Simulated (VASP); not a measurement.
# ZrB in VASP: notebook

Runs on ZrB. Level: r2SCAN. Tasks: single point.

All numbers are computed with VASP 6.6.1; they aren't measurements. Logs are shortened: lines on timing, memory, paths and dates and some standing lists are left out, and cuts for length are marked.

### Step 1. The cell of the first run

The structure is cubic, space group Fm-3m (No. 225). Conventional cell: a = 5.023 Å, b = 5.023 Å, c = 5.023 Å, α = 90.00°, β = 90.00°, γ = 90.00°. Zr (site symmetry m-3m) has 6 B at 2.51 Å within 3.3 Å. B (site symmetry m-3m) has 6 Zr at 2.51 Å within 3.3 Å.

### Step 2. Single point, r2SCAN (15.85 Å³/atom)

The input, POSCAR:

```
ZrB
1.0
    0.0000000000      2.5116947623      2.5116947623
    2.5116947623      0.0000000000      2.5116947623
    2.5116947623      2.5116947623      0.0000000000
Zr B
1 1
Direct
    0.5000000000      0.5000000000      0.5000000000
    0.0000000000      0.0000000000      0.0000000000
```

The input, INCAR.step1:

```
SYSTEM = ZrB
PREC     = Accurate       ! precision mode
ENCUT    = 520            ! plane-wave cutoff, eV
ISMEAR   = 0              ! smearing method
SIGMA    = 0.05           ! smearing width, eV
LREAL    = .False.        ! projectors in reciprocal space
LASPH    = .True.         ! aspherical terms in the spheres
NELM     = 80             ! most SCF steps
NBANDS   = 14             ! bands
GGA      = PE             ! functional
ALGO     = Normal         ! electronic algorithm
EDIFF    = 1E-4           ! SCF threshold, eV
LWAVE    = .True.         ! write WAVECAR
LCHARG   = .False.        ! write CHGCAR
```

The input, INCAR.step2:

```
SYSTEM = ZrB
PREC     = Accurate       ! precision mode
ENCUT    = 520            ! plane-wave cutoff, eV
EDIFF    = 1E-6           ! SCF threshold, eV
ISMEAR   = 0              ! smearing method
SIGMA    = 0.05           ! smearing width, eV
LREAL    = .False.        ! projectors in reciprocal space
LASPH    = .True.         ! aspherical terms in the spheres
NELM     = 80             ! most SCF steps
ALGO     = Normal         ! electronic algorithm
ISIF     = 2              ! what is computed and relaxed
LWAVE    = .False.        ! write WAVECAR
LCHARG   = .False.        ! write CHGCAR
METAGGA  = R2SCAN         ! meta-GGA
LMIXTAU  = .True.       
NBANDS   = 14             ! bands
ISTART   = 1
```

The input, KPOINTS:

```
Automatic mesh
0
Gamma
  12 12 12
  0 0 0
```

Potentials or basis: VASP PAW PBE potentials, release 64 (Zr_sv, B).

On the command line:

```
cat potpaw_PBE.64/Zr_sv/POTCAR potpaw_PBE.64/B/POTCAR > POTCAR
cp INCAR.step1 INCAR
mpirun -np 1 vasp_std > vasp.out
cp INCAR.step2 INCAR
mpirun -np 1 vasp_std > vasp.out
```

OUTCAR:

```text
SYSTEM = ZrB
   PREC = Accurate
   ENCUT = 520
   EDIFF = 1E-6
   ISMEAR = 0
   LREAL = .False.
   LASPH = .True.
   NELM = 80
   ISIF = 2
   METAGGA = R2SCAN
   ISTART = 1

 ion  position               nearest neighbor table
   1  0.500  0.500  0.500-   2 2.51   2 2.51   2 2.51   2 2.51   2 2.51   2 2.51
   2  0.000  0.000  0.000-   1 2.51   1 2.51   1 2.51   1 2.51   1 2.51   1 2.51

  LATTYP: Found a face centered cubic cell.
 ALAT       =     5.0233895246

  Lattice vectors:

 A1 = (   0.0000000000,   2.5116947623,   2.5116947623)
 A2 = (   2.5116947623,   0.0000000000,   2.5116947623)
 A3 = (   2.5116947623,   2.5116947623,   0.0000000000)

Analysis of symmetry for initial positions (statically):
=====================================================================
 Subroutine PRICEL returns:
 Original cell was already a primitive cell.

 Routine SETGRP: Setting up the symmetry group for a
 face centered cubic supercell.

 Subroutine GETGRP returns: Found 48 space group operations
 (whereof 48 operations were pure point group operations)
 out of a pool of 48 trial point group operations.

The static configuration has the point symmetry O_h .

Analysis of symmetry for dynamics (positions and initial velocities):
=====================================================================
 Subroutine PRICEL returns:
 Original cell was already a primitive cell.

 Routine SETGRP: Setting up the symmetry group for a
 face centered cubic supercell.

 Subroutine GETGRP returns: Found 48 space group operations
 (whereof 48 operations were pure point group operations)
 out of a pool of 48 trial point group operations.

The dynamic configuration has the point symmetry O_h .

 Subroutine INISYM returns: Found 48 space group operations
 (whereof 48 operations are pure point group operations),
 and found     1 'primitive' translations

----------------------------------------------------------------------------------------

                                     Primitive cell

  volume of cell :      31.6906

  direct lattice vectors                    reciprocal lattice vectors
     0.000000000  2.511694762  2.511694762    -0.199068775  0.199068775  0.199068775
     2.511694762  0.000000000  2.511694762     0.199068775 -0.199068775  0.199068775
     2.511694762  2.511694762  0.000000000     0.199068775  0.199068775 -0.199068775

  length of vectors
     3.552072797  3.552072797  3.552072797     0.344797233  0.344797233  0.344797233

  position of ions in fractional coordinates (direct lattice)
[... 90 lines left out ...]
   NELECT =      15.0000    total number of electrons
   NUPDOWN=      -1.0000    fix difference up-down
   EMIN   =  10.00;   EMAX   =-10.00  energy-range for DOS
   EFERMI =   0.00;   METHOD = LEGACY
   ISMEAR =     0;   SIGMA  =   0.05  broadening in eV -4-tet -1-fermi 0-gaus
   EFERMI_NEDOS =   21; number of points for ismear=-14 and -15
   IALGO  =     38    algorithm
   IMIX   =      4    mixing-type and parameters
     AMIX     =   0.40;   BMIX     =  1.00
     AMIX_MAG =   1.60;   BMIX_MAG =  1.00
  volume/ion in A,a.u.               =      15.85       106.93
  Fermi-wavevector in a.u.,A,eV,Ry     =   1.275837  2.410982 22.147006  1.627759
  Thomas-Fermi vector in A             =   2.408526
   LORBIT       =      0    0 simple, 1 ext, 2 COOP (PROOUT), +10 PAW based schemes
   METAGGA = R2SCAN    functional components
   LHFCALC =     F    Hartree Fock is set to
   AEXX    =    0.0000 exact exchange contribution
   IVDW    =     0    specifies the selected vdW correction
   LEPSILON=     F    determine dielectric tensor
   LRPA    =     F    only Hartree local field effects (RPA)
 non-spin polarized calculation
 Gauss-broadening in eV      SIGMA  =   0.05
  energy-cutoff  :      520.00
  volume of cell :       31.69
 maximum number of plane-waves:       881
   NGX = 13   NGY = 13   NGZ = 13

 number of electron      15.0000000 magnetization

 Free energy of the ion-electron system (eV)
  ---------------------------------------------------
  ext. energy  EPLUGINS =         0.00000000
  ---------------------------------------------------
  free energy    TOTEN  =       -30.91996507 eV

  energy without entropy =      -30.91912947  energy(sigma->0) =      -30.91954727

 E-fermi :   6.8138     XC(G=0): -11.9426

 val. band max:        6.7779511623   @ k =   0.3333   0.2500   0.0833
 cond. band min:       6.8432887283   @ k =   0.2500   0.0833   0.0000
 fundamental gap:      0.0653375660
 Fermi energy:         6.8137900030

 k-point     1 :       0.0000    0.0000    0.0000
  band No.  band energies     occupation
      1     -42.6741      2.00000
      2     -19.8141      2.00000
      3     -19.8141      2.00000
      4     -19.8141      2.00000
      5      -1.6431      2.00000
      6       8.7123      0.00000
      7       8.7123      0.00000
      8       8.7123      0.00000
      9       9.8477      0.00000
     10       9.8477      0.00000
     11      10.2279      0.00000
     12      10.2279      0.00000
     13      10.2279      0.00000
     14      17.5455      0.00000
[... 377 lines left out ...]
      1     -42.6250      2.00000
      2     -20.2074      2.00000
      3     -19.9395      2.00000
      4     -19.8758      2.00000
      5       1.6292      2.00000
      6       3.5959      2.00000
      7       5.7427      2.00000
      8       5.9433      2.00000
      9      11.2312      0.00000
     10      11.3622      0.00000
     11      12.3971      0.00000
     12      15.4927      0.00000
     13      16.4428      0.00000
     14      16.9053      0.00000

 [... further k-points ...]

------------------------ aborting loop because EDIFF is reached ----------------------------------------

  FORCE on cell =-STRESS in cart. coord.  units (eV):
  Direction    XX          YY          ZZ          XY          YZ          ZX
  --------------------------------------------------------------------------------------
  -------------------------------------------------------------------------------------
  Total       -1.9147874     -1.9147874     -1.9147874      0.0000000      0.0000000      0.0000000
  in kB      -96.8056206    -96.8056206    -96.8056206      0.0000000      0.0000000      0.0000000
  external PRESSURE =     -96.8056206 kB  Pullay stress =       0.0000000 kB

 VOLUME and BASIS-vectors are now :
 -----------------------------------------------------------------------------
  energy-cutoff  :      520.00
  volume of cell :       31.69
      direct lattice vectors                 reciprocal lattice vectors
     0.000000000  2.511694762  2.511694762    -0.199068775  0.199068775  0.199068775
     2.511694762  0.000000000  2.511694762     0.199068775 -0.199068775  0.199068775
     2.511694762  2.511694762  0.000000000     0.199068775  0.199068775 -0.199068775

 POSITION                                       TOTAL-FORCE (eV/Angst)
 -----------------------------------------------------------------------------------
      2.51169      2.51169      2.51169         0.000000     -0.000000      0.000000
      0.00000      0.00000      0.00000        -0.000000      0.000000     -0.000000
 -----------------------------------------------------------------------------------
    total drift:                                0.000000      0.000000      0.000000

  FREE ENERGIE OF THE ION-ELECTRON SYSTEM (eV)
  ---------------------------------------------------
  free  energy   TOTEN  =       -30.9199650705 eV

  energy  without entropy=      -30.9191294749  energy(sigma->0) =      -30.91954727
```

OSZICAR.step1:

```text
N       E                     dE             d eps       ncg     rms          rms(c)
DAV:   1     0.947400845100E+02    0.94740E+02   -0.77644E+03  2016   0.102E+03
DAV:   2    -0.121550325672E+02   -0.10690E+03   -0.10185E+03  2550   0.278E+02
DAV:   3    -0.176720768968E+02   -0.55170E+01   -0.54771E+01  3438   0.526E+01
DAV:   4    -0.179052417941E+02   -0.23316E+00   -0.23310E+00  2386   0.660E+00
DAV:   5    -0.179073397043E+02   -0.20979E-02   -0.20979E-02  2828   0.705E-01    0.147E+01
DAV:   6    -0.159396496283E+02    0.19677E+01   -0.31401E+00  2298   0.146E+01    0.462E+00
DAV:   7    -0.159397319578E+02   -0.82330E-04   -0.25613E-01  2706   0.338E+00    0.231E+00
DAV:   8    -0.159380771635E+02    0.16548E-02   -0.37953E-02  2508   0.152E+00    0.302E-01
DAV:   9    -0.159376124033E+02    0.46476E-03   -0.38301E-03  2448   0.344E-01    0.159E-01
DAV:  10    -0.159377080506E+02   -0.95647E-04   -0.51453E-04  2298   0.247E-01
   1 F= -.15937708E+02 E0= -.15937237E+02  d E =-.942576E-03
```

Wall time 57 s (1 thread of Intel Xeon 6975P-C (Granite Rapids), shared host); peak memory 0.19 GiB.

What came out:

```yaml
Free_energy: -30.9200 eV
Pressure: -9.7 GPa
Band_gap_on_the_k_mesh: zero (an odd number of electrons rules out a gap without spin polarisation)
```

Caveat: the cell stands under tension; the PAW data sets were made with another functional, which shifts forces and pressure a little.

### Step 3. Single point, r2SCAN

This run uses another cell than the first one, of 14.66 Å³/atom.

The input, POSCAR:

```
ZrB
1.0
    0.0000000000      2.4556827944      2.4311259665
    2.4556827944      0.0000000000      2.4311259665
    2.4556827944      2.4556827944      0.0000000000
Zr B
1 1
Direct
    0.5000000000      0.5000000000      0.5000000000
    0.0000000000      0.0000000000      0.0000000000
```

The input, INCAR.step1:

```
ALGO     = Normal         # electronic algorithm
EDIFF    = 1E-4           # SCF threshold, eV
ENCUT    = 520            # plane-wave cutoff, eV
GGA      = PE             # functional
ISMEAR   = 0              # smearing method
LASPH    = T              # aspherical terms in the spheres
LCHARG   = F              # write CHGCAR
LREAL    = F              # projectors in reciprocal space
LWAVE    = T              # write WAVECAR
NBANDS   = 14             # bands
NELM     = 80             # most SCF steps
PREC     = Accurate       # precision mode
SIGMA    = 0.05           # smearing width, eV
```

The input, INCAR.step2:

```
ALGO     = Normal         # electronic algorithm
EDIFF    = 1E-6           # SCF threshold, eV
ENCUT    = 520            # plane-wave cutoff, eV
ISIF     = 2              # what is computed and relaxed
ISMEAR   = 0              # smearing method
ISTART   = 1            
LASPH    = T              # aspherical terms in the spheres
LCHARG   = F              # write CHGCAR
LMIXTAU  = T            
LREAL    = F              # projectors in reciprocal space
LWAVE    = F              # write WAVECAR
METAGGA  = R2SCAN         # meta-GGA
NBANDS   = 14             # bands
NELM     = 80             # most SCF steps
PREC     = Accurate       # precision mode
SIGMA    = 0.05           # smearing width, eV
```

The input, KPOINTS:

```
k-points
0
Gamma
  12 12 12
```

Potentials or basis: VASP PAW PBE potentials, release 64 (Zr_sv, B).

On the command line:

```
cat potpaw_PBE.64/Zr_sv/POTCAR potpaw_PBE.64/B/POTCAR > POTCAR
cp INCAR.step1 INCAR
mpirun -np 1 vasp_std > vasp.out
cp INCAR.step2 INCAR
mpirun -np 1 vasp_std > vasp.out
```

It took 2.1 min on 1 thread of Intel Xeon 6975P-C (Granite Rapids), shared host; peak memory 0.21 GiB.

The run converged. Its results:

- Free energy: -30.9816 eV
- Pressure: 1.8 GPa
- Band gap on the k mesh: zero (an odd number of electrons rules out a gap without spin polarisation)

Stress tensor (GPa, compression positive):
```
0.68 0.00 0.00
0.00 0.68 0.00
0.00 0.00 3.93
```

Levels at points of the mesh, in eV from the Fermi level:
| k point | band 5 | band 6 | band 7 | band 8 | band 9 | band 10 | band 11 | band 12 |
| --- | --- | --- | --- | --- | --- | --- | --- | --- |
| (0.00, 0.00, 0.00) | -8.62 | 1.98 | 1.98 | 2.09 | 3.28 | 3.37 | 3.60 | 3.60 |
| (0.50, 0.00, 0.00) | -4.62 | -3.98 | -1.24 | -1.22 | 5.20 | 5.26 | 6.59 | 7.86 |
| (0.50, 0.50, 0.00) | -6.61 | -0.84 | -0.71 | 2.10 | 2.10 | 4.80 | 6.18 | 6.18 |
| (0.50, 0.00, 0.50) | -6.62 | -0.96 | -0.70 | 2.15 | 2.19 | 4.78 | 6.14 | 6.23 |

Caveat: the PAW data sets were made with another functional, which shifts forces and pressure a little.

### Step 4. Single point, r2SCAN (atom 2 (B) moved 0.08 Å along z)

The input, POSCAR:

```
ZrB
1.0
    0.0000000000      2.4556827944      2.4556827944
    2.4556827944      0.0000000000      2.4556827944
    2.4556827944      2.4556827944      0.0000000000
Zr B
1 1
Direct
    0.5000000000      0.5000000000      0.5000000000
    0.0162887487      0.0162887487     -0.0162887487
```

The input, INCAR.step1:

```
ALGO = Normal ; EDIFF = 1E-4
ENCUT = 520 ; GGA = PE
ISMEAR = 0 ; LASPH = T
LCHARG = F ; LREAL = F
LWAVE = T ; NBANDS = 14
NELM = 60 ; PREC = Accurate
SIGMA = 0.05
```

The input, INCAR.step2:

```
ALGO = Normal ; EDIFF = 1E-6
ENCUT = 520 ; ISIF = 2
ISMEAR = 0 ; ISTART = 1
LASPH = T ; LCHARG = F
LMIXTAU = T ; LREAL = F
LWAVE = F ; METAGGA = R2SCAN
NBANDS = 14 ; NELM = 60
PREC = Accurate ; SIGMA = 0.05
```

KPOINTS is that of step 3.

On the command line:

```
cat potpaw_PBE.64/Zr_sv/POTCAR potpaw_PBE.64/B/POTCAR > POTCAR
cp INCAR.step1 INCAR
mpirun -np 1 vasp_std > vasp.out
cp INCAR.step2 INCAR
mpirun -np 1 vasp_std > vasp.out
```

It took 2 min on 1 thread of Intel Xeon 6975P-C (Granite Rapids), shared host; peak memory 0.21 GiB.

It converged, with:

* Free energy: -30.9649 eV
* Pressure: 0.4 GPa
* Largest force: 0.535 eV/Å
* Band gap on the k mesh: zero (an odd number of electrons rules out a gap without spin polarisation)

Forces in eV/Å, atoms in the order of the input:
```
Zr   0.000  0.000  0.535
B    0.000  0.000 -0.535
```

Stress tensor (GPa, compression positive):
```
-0.06  0.00  0.00
 0.00 -0.06  0.00
 0.00  0.00  1.19
```

Levels at points of the mesh, in eV from the Fermi level:
```
           k point  band 5  band 6  band 7  band 8  band 9  band 10  band 11  band 12
(0.00, 0.00, 0.00)   -8.60    1.90    1.90    2.01    2.85     3.29     3.71     3.71
(0.50, 0.00, 0.00)   -4.67   -3.95   -1.21   -1.20    5.15     5.16     6.51     7.78
(0.50, 0.50, 0.00)   -6.59   -0.93   -0.68    2.12    2.12     4.73     6.10     6.10
(0.00, 0.50, 0.50)   -6.59   -0.94   -0.75    2.08    2.20     4.77     6.10     6.11
```

Caveat: the cell differs from its parent crystal (atom 2 (B) moved 0.08 Å along z); the PAW data sets were made with another functional, which shifts forces and pressure a little.

### Step 5. The runs side by side

```tsv
cell	gap on the mesh (eV)	pressure (GPa)
a = 3.552 Å, angles 60.0°, 2 atoms, atomic positions A	none	-9.7
a = 3.456, b = 3.456, c = 3.473 Å, angles 59.8, 59.8, 60.3°, 2 atoms, atomic positions A	none	1.8
a = 3.473 Å, angles 60.0°, 2 atoms, atomic positions B	none	0.4
```

Alike in all rows: task single point; level r2SCAN; potentials or basis VASP PAW PBE potentials, release 64 (Zr_sv, B); no spin polarisation; k mesh 12 × 12 × 12; cutoff (eV) 520; smearing gaussian 0.05 eV.

Caveats: the PAW data sets were made with another functional, which shifts forces and pressure a little; the cell stands under tension (at least some runs).

Total energies depend on the potentials used, so only differences within one code and one set of settings carry meaning.
